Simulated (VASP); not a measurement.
CdS:

```
CELL_PARAMETERS angstrom
0.00000 2.93921 2.82165
2.93921 0.00000 2.82165
2.93921 2.93921 0.00000
ATOMIC_POSITIONS crystal
Cd 0.00000 0.00000 0.00000
S 0.25000 0.25000 0.25000
```

This cell differs from its parent crystal: uniaxial z strain -4.0%.

Base run:

```yaml
Program: VASP 6.6.1
Functional: PBE
Potentials_or_basis: VASP PAW PBE potentials, release 64 (Cd, S)
Cutoff: 500 eV
k_mesh: 8 × 8 × 8
Occupations: fermi-dirac, width 0.02 eV
Spin: no spin polarisation
```

Its results: band gap on the k mesh 1.11 eV; pressure 4.4 GPa.

**Question.** The run is repeated on the same cell with these changes: functional from PBE to r2SCAN; cutoff from 500 eV to 550 eV; occupations from fermi-dirac, width 0.02 eV to gaussian, width 0.01 eV. What comes out?

**Answer.** Band gap on the k mesh 1.55 eV; pressure 3.0 GPa.

Caveats: the cell stands under pressure (at least some runs); the PAW data sets were made with another functional, which shifts forces and pressure a little (at least some runs).

